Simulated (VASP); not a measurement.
# BiH4 (Im-3m) in VASP: a series of runs, part 2 of 2

VASP 6.6.1. The steps go on from the part before.

### Step 4. Single point, PBE

This run uses another cell than the first one, of 11.82 Å³/atom, 1.006 times its volume.

File INCAR:

```
SYSTEM = BiH4
PREC = Accurate
ENCUT = 520
EDIFF = 1E-7
ISMEAR = 0
SIGMA = 0.1
LREAL = .FALSE.
LASPH = .TRUE.
NELM = 100
ALGO = Normal
ISIF = 2
LWAVE = .FALSE.
LCHARG = .TRUE.
GGA = PE
LELF = .TRUE.
LVHAR = .TRUE.
NBANDS = 18
```

File KPOINTS:

```
Automatic mesh
0
G
  6 6 6
  0 0 0
```

File POSCAR:

```
BiH4
1.0
   -2.4541138000      2.4541138000      2.4541138000
    2.4541138000     -2.4541138000      2.4541138000
    2.4541138000      2.4541138000     -2.4541138000
Bi H
1 4
Direct
    0.0000000000      0.0000000000      0.0000000000
    0.5000000000      0.5000000000      0.5000000000
    0.5000000000      0.0000000000      0.0000000000
    0.0000000000      0.0000000000      0.5000000000
    0.0000000000      0.5000000000      0.0000000000
```

Potentials or basis: VASP PAW PBE potentials, release 64 (Bi_d, H).

Command:

```sh
$ cat potpaw_PBE.64/Bi_d/POTCAR potpaw_PBE.64/H/POTCAR > POTCAR
$ mpirun -np 1 vasp_std > vasp.out
```

OUTCAR:

```text
SYSTEM = BiH4
   PREC = Accurate
   ENCUT = 520
   EDIFF = 1E-7
   ISMEAR = 0
   LREAL = .FALSE.
   LASPH = .TRUE.
   NELM = 100
   ISIF = 2
   GGA = PE

 ion  position               nearest neighbor table
   1  0.000  0.000  0.000-   2 2.13   3 2.13   4 2.13   5 2.13   4 2.13   5 2.13   3 2.13   2 2.13

   2  0.500  0.500  0.500-   1 2.13   1 2.13
   3  0.500  0.000  0.000-   1 2.13   1 2.13
   4  0.000  0.000  0.500-   1 2.13   1 2.13
   5  0.000  0.500  0.000-   1 2.13   1 2.13

  LATTYP: Found a body centered cubic cell.
 ALAT       =     4.9082276000

  Lattice vectors:

 A1 = (  -2.4541138000,   2.4541138000,   2.4541138000)
 A2 = (   2.4541138000,  -2.4541138000,   2.4541138000)
 A3 = (   2.4541138000,   2.4541138000,  -2.4541138000)

Analysis of symmetry for initial positions (statically):
=====================================================================
 Subroutine PRICEL returns:
 Original cell was already a primitive cell.

 Routine SETGRP: Setting up the symmetry group for a
 body centered cubic supercell.

 Subroutine GETGRP returns: Found 48 space group operations
 (whereof 48 operations were pure point group operations)
 out of a pool of 48 trial point group operations.

The static configuration has the point symmetry O_h .

Analysis of symmetry for dynamics (positions and initial velocities):
=====================================================================
 Subroutine PRICEL returns:
 Original cell was already a primitive cell.

 Routine SETGRP: Setting up the symmetry group for a
 body centered cubic supercell.

 Subroutine GETGRP returns: Found 48 space group operations
 (whereof 48 operations were pure point group operations)
 out of a pool of 48 trial point group operations.

The dynamic configuration has the point symmetry O_h .

 Subroutine INISYM returns: Found 48 space group operations
 (whereof 48 operations are pure point group operations),
[... 113 lines left out ...]
     AMIX_MAG =   1.60;   BMIX_MAG =  1.00
  volume/ion in A,a.u.               =      11.82        79.79
  Fermi-wavevector in a.u.,A,eV,Ry     =   1.121359  2.119061 17.108591  1.257446
  Thomas-Fermi vector in A             =   2.258012
   LORBIT       =      0    0 simple, 1 ext, 2 COOP (PROOUT), +10 PAW based schemes
   GGA     = PE    functional components
   LHFCALC =     F    Hartree Fock is set to
   AEXX    =    0.0000 exact exchange contribution
   IVDW    =     0    specifies the selected vdW correction
   LEPSILON=     F    determine dielectric tensor
   LRPA    =     F    only Hartree local field effects (RPA)
 non-spin polarized calculation
 Gauss-broadening in eV      SIGMA  =   0.10
  energy-cutoff  :      520.00
  volume of cell :       59.12
 maximum number of plane-waves:      1638
   NGX = 15   NGY = 15   NGZ = 15

 number of electron      18.9999999 magnetization

 Free energy of the ion-electron system (eV)
  ---------------------------------------------------
  ext. energy  EPLUGINS =         0.00000000
  ---------------------------------------------------
  free energy    TOTEN  =       -13.57933312 eV

  energy without entropy =      -13.55910756  energy(sigma->0) =      -13.56922034

 E-fermi :   2.7223     XC(G=0):  -8.6707

 val. band max:        2.7218534252   @ k =   0.3333   0.3333   0.0000
 cond. band min:       2.7878437009   @ k =  -0.3333   0.5000   0.1667
 fundamental gap:      0.0659902757
 Fermi energy:         2.7222879561

 k-point     1 :       0.0000    0.0000    0.0000
  band No.  band energies     occupation
      1     -19.9141      2.00000
      2     -19.9141      2.00000
      3     -19.9141      2.00000
      4     -19.8615      2.00000
      5     -19.8615      2.00000
      6      -9.6301      2.00000
[... 313 lines left out ...]
      5     -19.8642      2.00000
      6      -7.1858      2.00000
[... 10 lines left out ...]
     17      15.1478      0.00000
     18      15.1478      0.00000

------------------------ aborting loop because EDIFF is reached ----------------------------------------

  FORCE on cell =-STRESS in cart. coord.  units (eV):
  Direction    XX          YY          ZZ          XY          YZ          ZX
  --------------------------------------------------------------------------------------
  -------------------------------------------------------------------------------------
  Total       -0.0087558     -0.0087558     -0.0087558      0.0000000      0.0000000      0.0000000
  in kB       -0.2372803     -0.2372803     -0.2372803      0.0000000      0.0000000      0.0000000
  external PRESSURE =      -0.2372803 kB  Pullay stress =       0.0000000 kB

 VOLUME and BASIS-vectors are now :
 -----------------------------------------------------------------------------
  energy-cutoff  :      520.00
  volume of cell :       59.12
      direct lattice vectors                 reciprocal lattice vectors
    -2.454113800  2.454113800  2.454113800     0.000000000  0.203739533  0.203739533
     2.454113800 -2.454113800  2.454113800     0.203739533  0.000000000  0.203739533
     2.454113800  2.454113800 -2.454113800     0.203739533  0.203739533  0.000000000

 POSITION                                       TOTAL-FORCE (eV/Angst)
 -----------------------------------------------------------------------------------
      0.00000      0.00000      0.00000         0.000000      0.000000     -0.000000
      1.22706      1.22706      1.22706         0.000000     -0.000000     -0.000000
     -1.22706      1.22706      1.22706        -0.000000      0.000000      0.000000
      1.22706      1.22706     -1.22706         0.000000      0.000000      0.000000
      1.22706     -1.22706      1.22706        -0.000000     -0.000000      0.000000
 -----------------------------------------------------------------------------------
    total drift:                               -0.000000      0.000000      0.000000

  FREE ENERGIE OF THE ION-ELECTRON SYSTEM (eV)
  ---------------------------------------------------
  free  energy   TOTEN  =       -13.5793331196 eV

  energy  without entropy=      -13.5591075608  energy(sigma->0) =      -13.56922034
```

OSZICAR:

```text
N       E                     dE             d eps       ncg     rms          rms(c)
DAV:   1     0.136090719378E+03    0.13609E+03   -0.92583E+03   576   0.107E+03
DAV:   2    -0.358256335162E+01   -0.13967E+03   -0.13544E+03   612   0.293E+02
DAV:   3    -0.138828132953E+02   -0.10300E+02   -0.10157E+02   726   0.841E+01
DAV:   4    -0.141424888594E+02   -0.25968E+00   -0.25944E+00   660   0.142E+01
DAV:   5    -0.141532260970E+02   -0.10737E-01   -0.10736E-01   782   0.271E+00    0.451E+00
DAV:   6    -0.136482222375E+02    0.50500E+00   -0.43627E-01   842   0.643E+00    0.200E+00
DAV:   7    -0.135762170162E+02    0.72005E-01   -0.25760E-01   728   0.308E+00    0.389E-01
DAV:   8    -0.135789733410E+02   -0.27563E-02   -0.42989E-02   726   0.245E+00    0.183E-01
DAV:   9    -0.135792711884E+02   -0.29785E-03   -0.57369E-03   838   0.938E-01    0.106E-01
DAV:  10    -0.135793049853E+02   -0.33797E-04   -0.10840E-03   616   0.273E-01    0.151E-02
DAV:  11    -0.135793344669E+02   -0.29482E-04   -0.10764E-04   670   0.596E-02    0.111E-02
DAV:  12    -0.135793329738E+02    0.14931E-05   -0.13099E-05   630   0.286E-02    0.190E-03
DAV:  13    -0.135793331011E+02   -0.12731E-06   -0.14795E-06   712   0.763E-03    0.735E-04
DAV:  14    -0.135793331196E+02   -0.18548E-07   -0.78293E-08   544   0.193E-03
   1 F= -.13579333E+02 E0= -.13569220E+02  d E =-.202256E-01
```

stdout:

```text
POSCAR found type information on POSCAR BiH
 POSCAR found :  2 types and       5 ions
 scaLAPACK will be used
 LDA part: xc-table for (Slater+PW92), standard interpolation
 POSCAR, INCAR and KPOINTS ok, starting setup
 FFT: planning ... GRIDC
 FFT: planning ... GRID_SOFT
 FFT: planning ... GRID
 WAVECAR not read
 entering main loop
```

Wall time 14 s (1 thread of Intel Xeon Platinum 8488C (Sapphire Rapids), shared host); peak memory 0.17 GiB.

What came out:

```yaml
Free_energy: -13.5793 eV
Pressure: 0.0 GPa
```

Levels at points of the mesh, in eV from the Fermi level:
```csv
k point,band 7,band 8,band 9,band 10,band 11,band 12
"(0.00, 0.00, 0.00)",-0.50,-0.50,-0.50,1.05,1.07,1.07
"(0.50, 0.00, 0.00)",-6.10,-3.39,-1.04,0.22,0.89,6.80
"(0.50, 0.50, 0.50)",-5.35,-5.35,-5.35,1.14,3.31,3.31
```

Caveat: spin-orbit coupling is left out, which moves the levels of the heavy elements.

### Step 5. Summary

| task | cell | k mesh | cutoff (eV) | gap on the mesh (eV) | pressure (GPa) |
| --- | --- | --- | --- | --- | --- |
| single point | a = 4.242 Å, angles 109.5°, 5 atoms | 12 × 12 × 12 | 520 | none | -0.1 |
| relaxation of cell and atoms | relaxed from a = 4.251 Å, angles 109.5°, 5 atoms | 12 × 12 × 12 | 600 | none | 0.0 |
| single point | a = 4.251 Å, angles 109.5°, 5 atoms | 6 × 6 × 6 | 520 | none | 0.0 |

Alike in all rows: level PBE; potentials or basis VASP PAW PBE potentials, release 64 (Bi_d, H); no spin polarisation; smearing gaussian 0.1 eV.

Caveats: spin-orbit coupling is left out, which moves the levels of the heavy elements.

Total energies depend on the potentials used, so only differences within one code and one set of settings carry meaning.
